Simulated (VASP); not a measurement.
# Sb (P6_3/mmc) in VASP: further runs

Sb is run at these levels: LDA; tasks: single point.

Program: VASP 6.6.1. These are calculated values, not measurements. Logs are shortened: lines on timing, memory, paths and dates and some standing lists are left out, and cuts for length are marked.

**1. The cell of the first run**

The structure is hexagonal, space group P6_3/mmc (No. 194). The conventional cell has a = 3.391 Å, b = 3.391 Å, c = 5.365 Å, α = 90.00°, β = 90.00°, γ = 120.00°. Within 4.4 Å of Sb (site symmetry -6m2) lie 12 Sb at 3.32 to 3.39 Å.

**2. Single point, LDA (volume scaled by 1.02)**

Contents of INCAR:

```
ALGO = Normal
EDIFF = 1E-7
ENCUT = 520
GGA = CA
ISIF = 2
ISMEAR = -1
LASPH = True
LCHARG = False
LREAL = False
LWAVE = False
NBANDS = 12
NELM = 100
PREC = Accurate
SIGMA = 0.03
```

Contents of KPOINTS:

```
k-points
0
Gamma
  12 12 7
```

Contents of POSCAR:

```
Sb
1.0
    3.3913120892      0.0000000000      0.0000000000
   -1.6956560446      2.9369624214      0.0000000000
    0.0000000000      0.0000000000      5.3652990420
Sb
2
Direct
    0.3333333333      0.6666666667      0.2500000000
    0.6666666667      0.3333333333      0.7500000000
```

Potentials or basis: VASP PAW LDA potentials, release 64 (Sb).

Launch:

```
$ cat potpaw_LDA.64/Sb/POTCAR > POTCAR
$ mpirun -np 1 vasp_std > vasp.out
```

OUTCAR:

```text
EDIFF = 1E-7
   ENCUT = 520
   GGA = CA
   ISIF = 2
   ISMEAR = -1
   LASPH = True
   LREAL = False
   NELM = 100
   PREC = Accurate

 ion  position               nearest neighbor table
   1  0.333  0.667  0.250-   2 3.32   2 3.32   2 3.32   2 3.32   2 3.32   2 3.32
   2  0.667  0.333  0.750-   1 3.32   1 3.32   1 3.32   1 3.32   1 3.32   1 3.32

  LATTYP: Found a hexagonal cell.
 ALAT       =     3.3913120892
 C/A-ratio  =     1.5820717471

  Lattice vectors:

 A1 = (   3.3913120892,   0.0000000000,   0.0000000000)
 A2 = (  -1.6956560446,   2.9369624214,   0.0000000000)
 A3 = (   0.0000000000,   0.0000000000,   5.3652990420)

Analysis of symmetry for initial positions (statically):
=====================================================================
 Subroutine PRICEL returns:
 Original cell was already a primitive cell.

 Routine SETGRP: Setting up the symmetry group for a
 hexagonal supercell.

 Subroutine GETGRP returns: Found 24 space group operations
 (whereof 12 operations were pure point group operations)
 out of a pool of 24 trial point group operations.

The static configuration has the point symmetry D_3d.
 The point group associated with its full space group is D_6h.

Analysis of symmetry for dynamics (positions and initial velocities):
=====================================================================
 Subroutine PRICEL returns:
 Original cell was already a primitive cell.

 Routine SETGRP: Setting up the symmetry group for a
 hexagonal supercell.

 Subroutine GETGRP returns: Found 24 space group operations
 (whereof 12 operations were pure point group operations)
 out of a pool of 24 trial point group operations.

The dynamic configuration has the point symmetry D_3d.
 The point group associated with its full space group is D_6h.

 Subroutine INISYM returns: Found 24 space group operations
 (whereof 12 operations are pure point group operations),
 and found     1 'primitive' translations

----------------------------------------------------------------------------------------

                                     Primitive cell

  volume of cell :      53.4392

  direct lattice vectors                    reciprocal lattice vectors
     3.391312089  0.000000000  0.000000000     0.294871122  0.170243922  0.000000000
    -1.695656045  2.936962421  0.000000000     0.000000000  0.340487843  0.000000000
     0.000000000  0.000000000  5.365299042     0.000000000  0.000000000  0.186382901

  length of vectors
     3.391312089  3.391312089  5.365299042     0.340487843  0.340487843  0.186382901

  position of ions in fractional coordinates (direct lattice)
     0.333333333  0.666666667  0.250000000
     0.666666667  0.333333333  0.750000000

  ion indices of the primitive-cell ions
   primitive index   ion index
                 1           1
                 2           2

----------------------------------------------------------------------------------------

 KPOINTS: k-points

Automatic generation of k-mesh.
 Grid dimensions read from file:
 generate k-points for:   12   12    7

 Generating k-lattice:

  Cartesian coordinates                     Fractional coordinates (reciprocal lattice)
     0.024572593  0.014186993  0.000000000     0.083333333  0.000000000  0.000000000
     0.000000000  0.028373987  0.000000000     0.000000000  0.083333333  0.000000000
     0.000000000  0.000000000  0.026626129     0.000000000  0.000000000  0.142857143

  Length of vectors
     0.028373987  0.028373987  0.026626129

  Shift w.r.t. Gamma in fractional coordinates (k-lattice)
     0.000000000  0.000000000  0.000000000

 Subroutine IBZKPT returns following result:
 ===========================================

 Found     76 irreducible k-points:

 Following reciprocal coordinates:
            Coordinates               Weight
  0.000000  0.000000  0.000000      1.000000
  0.083333 -0.000000  0.000000      6.000000
  0.166667 -0.000000  0.000000      6.000000
  0.250000 -0.000000  0.000000      6.000000
  0.333333 -0.000000  0.000000      6.000000
  0.416667  0.000000  0.000000      6.000000
[... 16 lines left out ...]
  0.250000 -0.000000  0.142857     12.000000
  0.333333 -0.000000  0.142857     12.000000
 [... further k-points ...]
   k-points           NKPTS =     76   k-points in BZ     NKDIM =     76   number of bands    NBANDS=     12
   number of dos      NEDOS =    301   number of ions     NIONS =      2
   total plane-waves  NPLWV =  31360
   dimension x,y,z NGX =    28 NGY =   28 NGZ =   40
   dimension x,y,z NGXF=    56 NGYF=   56 NGZF=   80
   ions per type =               2
   NGX,Y,Z   is equivalent  to a cutoff of  13.73, 13.73, 12.39 a.u.
   NGXF,Y,Z  is equivalent  to a cutoff of  27.45, 27.45, 24.79 a.u.
 SYSTEM =  unknown system
   PREC   = accura    normal or accurate (medium, high low for compatibility)
   ISTART =      0    job   : 0-new  1-cont  2-samecut
   ICHARG =      2    charge: 1-file 2-atom 10-const
   ISPIN  =      1    spin polarized calculation?
   LNONCOLLINEAR =      F non collinear calculations
   LSORBIT =      F    spin-orbit coupling
   LASPH  =      T    aspherical Exc in radial PAW
   ENCUT  =  520.0 eV  38.22 Ry    6.18 a.u.   6.31  6.31  9.98*2*pi/ulx,y,z
   NELM   =    100;   NELMIN=  2; NELMDL= -5     # of ELM steps
   EDIFF  = 0.1E-06   stopping-criterion for ELM
   LREAL  =      F    real-space projection
   EDIFFG = 0.1E-05   stopping-criterion for IOM
   NSW    =      0    number of steps for IOM
   IBRION =     -1    ionic relax: 0-MD 1-quasi-New 2-CG
   NFREE  =      0    steps in history (QN), initial steepest desc. (CG)
   ISIF   =      2    stress and relaxation
   ISYM   =      2    0-nonsym 1-usesym 2-fastsym
   POTIM  = 0.5000    time-step for ionic-motion
   TEBEG  =    0.0;   TEEND  =   0.0 temperature during run
   PSTRESS=    0.0 pullay stress
   NELECT =      10.0000    total number of electrons
   NUPDOWN=      -1.0000    fix difference up-down
   EMIN   =  10.00;   EMAX   =-10.00  energy-range for DOS
   EFERMI =   0.00;   METHOD = LEGACY
   ISMEAR =    -1;   SIGMA  =   0.03  broadening in eV -4-tet -1-fermi 0-gaus
   EFERMI_NEDOS =   21; number of points for ismear=-14 and -15
   IALGO  =     38    algorithm
   IMIX   =      4    mixing-type and parameters
     AMIX     =   0.40;   BMIX     =  1.00
     AMIX_MAG =   1.60;   BMIX_MAG =  1.00
  volume/ion in A,a.u.               =      26.72       180.31
  Fermi-wavevector in a.u.,A,eV,Ry     =   0.936386  1.769513 11.929837  0.876818
  Thomas-Fermi vector in A             =   2.063390
   LORBIT       =      0    0 simple, 1 ext, 2 COOP (PROOUT), +10 PAW based schemes
   GGA     = CA    functional components
   LHFCALC =     F    Hartree Fock is set to
   AEXX    =    0.0000 exact exchange contribution
   IVDW    =     0    specifies the selected vdW correction
   LEPSILON=     F    determine dielectric tensor
   LRPA    =     F    only Hartree local field effects (RPA)
 non-spin polarized calculation
  energy-cutoff  :      520.00
  volume of cell :       53.44
 maximum number of plane-waves:      1459
 NGX is ok and might be reduce to    28
   NGX = 13   NGY = 13   NGZ = 19

 number of electron      10.0000000 magnetization

 Free energy of the ion-electron system (eV)
  ---------------------------------------------------
  ext. energy  EPLUGINS =         0.00000000
  ---------------------------------------------------
  free energy    TOTEN  =        -9.13517043 eV

  energy without entropy =       -9.13227243  energy(sigma->0) =       -9.13372143

 E-fermi :   8.5362     XC(G=0): -10.4040

 val. band max:        8.5324560885   @ k =   0.3333   0.2500   0.0000
 cond. band min:       8.6133450316   @ k =   0.2500  -0.0000   0.4286
 fundamental gap:      0.0808889431
 Fermi energy:         8.5362423695

 k-point     1 :       0.0000    0.0000    0.0000
  band No.  band energies     occupation
      1      -4.4965      2.00000
      2      -0.4249      2.00000
      3       2.7226      2.00000
      4      11.6999      0.00000
      5      11.6999      0.00000
      6      13.4388      0.00000
      7      13.4388      0.00000
      8      14.3079      0.00000
      9      15.8118      0.00000
     10      17.3039      0.00000
     11      18.1651      0.00000
     12      18.1651      0.00000

 k-point     2 :       0.0833   -0.0000    0.0000
  band No.  band energies     occupation
      1      -4.3771      2.00000
      2      -0.3241      2.00000
      3       2.8481      2.00000
      4      10.5513      0.00000
      5      11.2672      0.00000
      6      12.8333      0.00000
      7      13.5623      0.00000
      8      14.0974      0.00000
      9      16.2597      0.00000
     10      17.0132      0.00000
     11      18.1964      0.00000
     12      18.7621      0.00000

 k-point     3 :       0.1667   -0.0000    0.0000
  band No.  band energies     occupation
      1      -4.0205      2.00000
      2      -0.0318      2.00000
      3       3.2214      2.00000
      4       8.5113      1.39338
      5      10.4678      0.00000
      6      11.4150      0.00000
      7      13.3555      0.00000
      8      13.4510      0.00000
      9      15.1139      0.00000
     10      17.6397      0.00000
     11      18.0595      0.00000
     12      18.7111      0.00000

 k-point     4 :       0.2500   -0.0000    0.0000
  band No.  band energies     occupation
      1      -3.4333      2.00000
      2       0.4073      2.00000
      3       3.8310      2.00000
      4       6.4942      2.00000
      5       9.7064      0.00000
      6       9.7066      0.00000
      7      12.0744      0.00000
      8      13.0283      0.00000
      9      14.0457      0.00000
     10      16.8839      0.00000
     11      17.8013      0.00000
     12      18.1189      0.00000

 k-point     5 :       0.3333   -0.0000    0.0000
  band No.  band energies     occupation
      1      -2.6350      2.00000
      2       0.8309      2.00000
      3       4.6494      2.00000
      4       4.8622      2.00000
      5       7.9855      2.00000
      6       9.1136      0.00000
      7      10.5620      0.00000
      8      12.5738      0.00000
      9      13.3301      0.00000
     10      16.3809      0.00000
     11      17.4031      0.00000
     12      17.6898      0.00000
[... 228 lines left out ...]
      1      -4.2703      2.00000
      2      -0.8545      2.00000
      3       3.5891      2.00000
      4      10.6448      0.00000
      5      11.3572      0.00000
      6      12.6222      0.00000
      7      13.3214      0.00000
      8      13.4203      0.00000
      9      16.2193      0.00000
     10      17.0647      0.00000
     11      17.9604      0.00000
     12      18.0845      0.00000

 k-point    22 :       0.1667   -0.0000    0.1429
  band No.  band energies     occupation
      1      -3.9141      2.00000
      2      -0.5411      2.00000
      3       3.9272      2.00000
      4       8.6247      0.09962
      5      10.5687      0.00000
      6      11.0771      0.00000
      7      12.9698      0.00000
      8      13.2061      0.00000
      9      15.1688      0.00000
     10      17.2779      0.00000
     11      17.5366      0.00000
     12      18.5100      0.00000

 k-point    23 :       0.2500   -0.0000    0.1429
  band No.  band energies     occupation
      1      -3.3279      2.00000
      2      -0.0546      2.00000
      3       4.4205      2.00000
      4       6.6752      2.00000
      5       9.2651      0.00000
      6       9.8138      0.00000
      7      12.1692      0.00000
      8      12.7297      0.00000
      9      14.2241      0.00000
     10      16.2778      0.00000
     11      17.2610      0.00000
     12      18.5080      0.00000

 k-point    24 :       0.3333   -0.0000    0.1429
  band No.  band energies     occupation
      1      -2.5320      2.00000
      2       0.4846      2.00000
      3       4.3860      2.00000
      4       5.7725      2.00000
      5       7.4842      2.00000
      6       9.2242      0.00000
      7      10.9992      0.00000
      8      12.2566      0.00000
      9      13.4903      0.00000
     10      15.6690      0.00000
     11      17.3826      0.00000
     12      18.1329      0.00000

 [... further k-points ...]
[... 5 lines left out ...]
  --------------------------------------------------------------------------------------
  -------------------------------------------------------------------------------------
  Total       -0.6804271     -0.6804271     -1.1759820      0.0000000      0.0000000      0.0000000
  in kB      -20.4000911    -20.4000911    -35.2574729      0.0000000      0.0000000      0.0000000
  external PRESSURE =     -25.3525517 kB  Pullay stress =       0.0000000 kB

 VOLUME and BASIS-vectors are now :
 -----------------------------------------------------------------------------
  energy-cutoff  :      520.00
  volume of cell :       53.44
      direct lattice vectors                 reciprocal lattice vectors
     3.391312089  0.000000000  0.000000000     0.294871122  0.170243922  0.000000000
    -1.695656045  2.936962421  0.000000000     0.000000000  0.340487843  0.000000000
     0.000000000  0.000000000  5.365299042     0.000000000  0.000000000  0.186382901

 POSITION                                       TOTAL-FORCE (eV/Angst)
 -----------------------------------------------------------------------------------
     -0.00000      1.95797      1.34132         0.000000      0.000000      0.000000
      1.69566      0.97899      4.02397         0.000000      0.000000      0.000000
 -----------------------------------------------------------------------------------
    total drift:                                0.000000     -0.000000      0.000000

  FREE ENERGIE OF THE ION-ELECTRON SYSTEM (eV)
  ---------------------------------------------------
  free  energy   TOTEN  =        -9.1351704318 eV

  energy  without entropy=       -9.1322724320  energy(sigma->0) =       -9.13372143
```

It took 52 s on 1 thread of AMD EPYC 7R43 (Zen 3), shared host; peak memory 0.13 GiB.

Results:

```yaml
Free_energy: -9.1352 eV
Pressure: -2.5 GPa
Band_gap_on_the_k_mesh: zero (band 5 reaches 12.36 eV, above the bottom of band 6 at 5.67 eV)
```

Caveat: spin-orbit coupling is left out, which moves the levels of the heavy elements.

[end of part 1 of 2]
